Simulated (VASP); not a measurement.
The system is P2CO3.

```
CELL_PARAMETERS angstrom
5.18556 0.00000 0.00000
-2.59278 4.49082 0.00000
0.00000 0.00000 3.09452
ATOMIC_POSITIONS crystal
P 0.33333 0.66667 0.00000
P 0.66667 0.33333 0.00000
C 0.00000 0.00000 0.00000
O 0.50000 0.00000 0.50000
O 0.50000 0.50000 0.50000
O 0.00000 0.50000 0.50000
```

The cell was built from a structure type or drawn by symmetry, and may not be a known phase.

Base run:

| Item | Value |
| --- | --- |
| Program | VASP 6.6.1 |
| Functional | PBE |
| Dispersion | D3(BJ) |
| Potentials or basis | VASP PAW PBE potentials, release 64 (P, C, O) |
| Cutoff | 520 eV |
| k mesh | 6 × 6 × 6 |
| Occupations | gaussian, width 0.1 eV |
| Spin | collinear spin, ferromagnetic start |
| Starting moments | [0.0, 0.0, 1.0, 1.0, 1.0, 1.0] μB |

Its results: band gap on the k mesh zero (filled and empty bands overlap); pressure -15.0 GPa.

Task: The run is repeated on the same cell with these changes: spin from collinear spin, ferromagnetic start to no spin polarisation; further incar settings from ALGO = Normal; EDIFF = 1e-06; NBANDS = 29 to ALGO = Normal; EDIFF = 1e-07; NBANDS = 25. What comes out?

Result: Band gap on the k mesh zero (bands 16 and 17 overlap by 1.27 eV); pressure -16.8 GPa.

Caveats: the cell stands under tension.
